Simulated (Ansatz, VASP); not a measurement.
**One calculation of Ba, two programs**

INCAR

```
PREC = Accurate ; ENCUT = 600
EDIFF = 1E-6 ; ISMEAR = 0
SIGMA = 0.1 ; LREAL = F
LASPH = T ; NELM = 100
ALGO = Fast ; ISIF = 3
LWAVE = F ; LCHARG = F
GGA = PE ; IBRION = 2
NSW = 65 ; EDIFFG = -0.01
```

Contents of KPOINTS:

```
Automatic mesh
0
Gamma
  12 12 3
```

Contents of POSCAR:

```
Ba
1.0
    4.4685400262      0.0000000000      0.0000000000
   -2.2342700131      3.8698691805      0.0000000000
    0.0000000000      0.0000000000     14.6911431811
Ba
4
Direct
    0.0000000000      0.0000000000      0.0000000000
    0.3333333333      0.6666666667      0.2500000000
    0.0000000000      0.0000000000      0.5000000000
    0.6666666667      0.3333333333      0.7500000000
```

Input for Ansatz:

```yaml
crystal:
  lattice:
    - [4.4685400262, 0.0, 0.0]
    - [-2.2342700131, 3.8698691805, 0.0]
    - [0.0, 0.0, 14.6911431811]
  atoms:
    - { symbol: Ba, position: [0.0, 0.0, 0.0] }
    - { symbol: Ba, position: [0.3333333333, 0.6666666667, 0.25] }
    - { symbol: Ba, position: [0.0, 0.0, 0.5] }
    - { symbol: Ba, position: [0.6666666667, 0.3333333333, 0.75] }
basis:
  ecutwfc: 420
kpoints:
  mp_grid: { grid: [12, 12, 3] }
hamiltonian:
  xc: pbe
scf:
  occupations: { method: gaussian, width: 0.1 }
output:
  forces: true
  stress: true
  eigenvalues: true
  populations: true
relax:
  adjacent_minimum: "off"
  f_tol: 0.01
  max_steps: 45
  cell: { stress_tol: 0.05 }
```

Alike in both runs: task relaxation of cell and atoms; functional PBE; k mesh 12 × 12 × 3; occupations gaussian, width 0.1 eV; no spin polarisation.

|  | VASP | Ansatz |
| --- | --- | --- |
| version | VASP 6.6.1 | Ansatz 0.2.0 |
| potentials or method | VASP PAW PBE potentials, release 64 (Ba_sv), cutoff 600 eV | scalar-relativistic, plane waves, PAW |
| valence electrons in the cell | 40 | 40 |

|  | VASP | Ansatz | Ansatz less VASP |
| --- | --- | --- | --- |
| gap on the k mesh at the Fermi level, each at its own relaxed structure (eV) | none | none | - |
| relaxed volume (Å³/atom) | 64.31 | 64.02 | -0.292 |
| relaxed length of the cell vector where the two differ most in proportion (Å) | 14.703 | 14.658 | -0.0456 |

A gap of «none» marks a metal or a gap that the smearing closes.

Spin-orbit coupling is off throughout.
